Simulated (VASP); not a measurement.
Write the native input for VASP 6.6.1 that does the following.

| Quantity | Value |
| --- | --- |
| Task | relaxation of cell and atoms |
| Functional | PBEsol-based screened hybrid with 25 % exact exchange |
| Potentials or basis | VASP PAW PBE potentials, release 64 (Cd, Se) |
| Cutoff | 600 eV |
| k mesh | 4 × 4 × 4 |
| Occupations | fermi-dirac, width 0.05 eV |
| Spin | no spin polarisation |
| Dipole correction | no |
| Grid for exact exchange (PRECFOCK) | Normal |
| Share of exact exchange | 0.25 |
| Further INCAR settings | ALGO = Normal; EDIFF = 1e-07; IBRION = 2; EDIFFG = -0.01; NSW = 60; ISIF = 3 |
| Screening parameter | 0.207 1/Å |

CdSe:

```
CELL_PARAMETERS angstrom
0.00000 2.87396 2.87396
2.87396 0.00000 2.87396
2.87396 2.87396 0.00000
ATOMIC_POSITIONS crystal
Cd 0.00000 0.00000 0.00000
Se 0.50000 0.50000 0.50000
```

One way to write it, as run:

POSCAR

```
CdSe
1.0
    0.0000000000      2.8739580000      2.8739580000
    2.8739580000      0.0000000000      2.8739580000
    2.8739580000      2.8739580000      0.0000000000
Cd Se
1 1
Direct
    0.0000000000      0.0000000000      0.0000000000
    0.5000000000      0.5000000000      0.5000000000
```

INCAR.step1

```
PREC = Accurate
ENCUT = 600
EDIFF = 1E-5
ISMEAR = -1
SIGMA = 0.05
LREAL = False
LASPH = True
NELM = 80
ALGO = Normal
LWAVE = True
LCHARG = False
GGA = PE
NBANDS = 16
```

INCAR.step2

```
PREC = Accurate
ENCUT = 600
EDIFF = 1E-7
ISMEAR = -1
SIGMA = 0.05
LREAL = False
LASPH = True
NELM = 80
ALGO = Normal
ISIF = 3
LWAVE = False
LCHARG = False
GGA = PS
LHFCALC = True
AEXX = 0.25
HFSCREEN = 0.207
PRECFOCK = Normal
IBRION = 2
NSW = 60
EDIFFG = -0.01
ISTART = 1
```

KPOINTS

```
regular mesh
0
Gamma
  4 4 4
```

Potentials or basis: VASP PAW PBE potentials, release 64 (Cd, Se).

Command:

```bash
$ cat potpaw_PBE.64/Cd/POTCAR potpaw_PBE.64/Se/POTCAR > POTCAR
$ cp INCAR.step1 INCAR
$ mpirun -np 1 vasp_std > vasp.out
$ cp INCAR.step2 INCAR
$ mpirun -np 1 vasp_std > vasp.out
```

It gave:

| Property | Result |
| --- | --- |
| Relaxed volume | 22.38 Å³/atom |
| Relaxed cell | a = 3.986 Å, b = 3.986 Å, c = 3.986 Å, α = 60.00°, β = 60.00°, γ = 60.00° |
| Space group after relaxing (to 0.1 Å) | Fm-3m (No. 225) |
| Energy gained by relaxing | 17.3 meV/atom |
| Ionic steps | 3 |
| Pressure after relaxing | 0.0 GPa |
| Band gap on the k mesh | 0.27 eV (least direct gap 1.84 eV) |

Caveat: the k points lie up to 0.48 Å⁻¹ apart in the final cell; the PAW data sets were made with another functional, which shifts forces and pressure a little.

It took 38 min on 1 thread of AMD EPYC 7R13 Processor (Zen 3) (shared host), peak memory 0.29 GiB.
